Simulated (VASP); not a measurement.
Input of a VASP 6.6.1 run:

The input POSCAR:

```
MgO
1.0
    1.5040141100      0.8683429513      2.4560874395
   -1.5040141100      0.8683429513      2.4560874395
    0.0000000000     -1.7366859026      2.4560874395
Mg O
1 1
Direct
    0.0000000000      0.0000000000      0.0000000000
    0.5000000000      0.5000000000      0.5000000000
```

INCAR.step1

```
SYSTEM = MgO
PREC     = Accurate       ! precision mode
ENCUT    = 520            ! plane-wave cutoff, eV
ISMEAR   = 0              ! smearing method
SIGMA    = 0.02           ! smearing width, eV
LREAL    = .False.        ! projectors in reciprocal space
LASPH    = .True.         ! aspherical terms in the spheres
NELM     = 60             ! most SCF steps
NBANDS   = 11             ! bands
GGA      = PE             ! functional
ALGO     = Normal         ! electronic algorithm
EDIFF    = 1E-4           ! SCF threshold, eV
LWAVE    = .True.         ! write WAVECAR
LCHARG   = .False.        ! write CHGCAR
```

File INCAR.step2:

```
SYSTEM = MgO
PREC     = Accurate       ! precision mode
ENCUT    = 520            ! plane-wave cutoff, eV
EDIFF    = 1E-7           ! SCF threshold, eV
ISMEAR   = 0              ! smearing method
SIGMA    = 0.02           ! smearing width, eV
LREAL    = .False.        ! projectors in reciprocal space
LASPH    = .True.         ! aspherical terms in the spheres
NELM     = 60             ! most SCF steps
ALGO     = Normal         ! electronic algorithm
ISIF     = 2              ! what is computed and relaxed
LWAVE    = .False.        ! write WAVECAR
LCHARG   = .False.        ! write CHGCAR
METAGGA  = R2SCAN         ! meta-GGA
LMIXTAU  = .True.       
NBANDS   = 11             ! bands
ISTART   = 1
```

Contents of KPOINTS:

```
Automatic mesh
0
Gamma
  10 10 10
  0 0 0
```

Potentials or basis: VASP PAW PBE potentials, release 64 (Mg, O).

Run with:

```console
$ cat potpaw_PBE.64/Mg/POTCAR potpaw_PBE.64/O/POTCAR > POTCAR
$ cp INCAR.step1 INCAR
$ mpirun -np 1 vasp_std > vasp.out
$ cp INCAR.step2 INCAR
$ mpirun -np 1 vasp_std > vasp.out
```

Predict the band gap on the k mesh.

5.31 eV, direct.

Predict the pressure.

-6.6 GPa.

Caveat: the PAW data sets were made with another functional, which shifts forces and pressure a little. r2SCAN opens gaps a little over a GGA but as a rule still falls short of measured ones.
